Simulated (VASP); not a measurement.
Set up this calculation in VASP 6.6.1, as the native input.

- Task: single point
- Functional: r2SCAN
- Potentials or basis: VASP PAW PBE potentials, release 64 (Hf_pv)
- Cutoff: 520 eV
- k mesh: 15 × 15 × 8
- Occupations: gaussian, width 0.1 eV
- Spin: no spin polarisation
- Dipole correction: no
- Further INCAR settings: ALGO = Normal; EDIFF = 1e-06; NBANDS = 17

Hf:

```
Hf
1.0
     3.16579    0.00000    0.00000
    -1.58289    2.74165    0.00000
     0.00000    0.00000    4.99475
Hf
2
Direct
  0.33333 0.66667 0.25000
  0.66667 0.33333 0.75000
```

This cell differs from its parent crystal: volume scaled by 0.97, then relaxed in part.

These files were run (other wordings do the same):

POSCAR

```
Hf
1.0
    3.1657876137      0.0000000000      0.0000000000
   -1.5828938068      2.7416524964      0.0000000000
    0.0000000000      0.0000000000      4.9947522369
Hf
2
Direct
    0.3333333333      0.6666666667      0.2500000000
    0.6666666667      0.3333333333      0.7500000000
```

INCAR.step1

```
ALGO     = Normal         # electronic algorithm
EDIFF    = 1E-4           # SCF threshold, eV
ENCUT    = 520            # plane-wave cutoff, eV
GGA      = PE             # functional
ISMEAR   = 0              # smearing method
LASPH    = T              # aspherical terms in the spheres
LCHARG   = F              # write CHGCAR
LREAL    = F              # projectors in reciprocal space
LWAVE    = T              # write WAVECAR
NBANDS   = 17             # bands
NELM     = 60             # most SCF steps
PREC     = Accurate       # precision mode
SIGMA    = 0.1            # smearing width, eV
```

INCAR.step2

```
ALGO     = Normal         # electronic algorithm
EDIFF    = 1E-6           # SCF threshold, eV
ENCUT    = 520            # plane-wave cutoff, eV
ISIF     = 2              # what is computed and relaxed
ISMEAR   = 0              # smearing method
ISTART   = 1            
LASPH    = T              # aspherical terms in the spheres
LCHARG   = F              # write CHGCAR
LMIXTAU  = T            
LREAL    = F              # projectors in reciprocal space
LWAVE    = F              # write WAVECAR
METAGGA  = R2SCAN         # meta-GGA
NBANDS   = 17             # bands
NELM     = 60             # most SCF steps
PREC     = Accurate       # precision mode
SIGMA    = 0.1            # smearing width, eV
```

KPOINTS

```
k-points
0
Gamma
  15 15 8
```

Potentials or basis: VASP PAW PBE potentials, release 64 (Hf_pv).

Command:

```console
$ cat potpaw_PBE.64/Hf_pv/POTCAR > POTCAR
$ cp INCAR.step1 INCAR
$ mpirun -np 1 vasp_std > vasp.out
$ cp INCAR.step2 INCAR
$ mpirun -np 1 vasp_std > vasp.out
```

Results of the run:

| Property | Result |
| --- | --- |
| Pressure | 3.0 GPa |
| Band gap on the k mesh | zero (band 10 reaches 6.39 eV, above the bottom of band 11 at 4.61 eV) |

Caveat: the PAW data sets were made with another functional, which shifts forces and pressure a little; spin-orbit coupling is left out, which moves the levels of the heavy elements.

Run time: 2.9 min on 1 thread of Intel Xeon 6975P-C, on a shared host, peak memory 0.23 GiB.
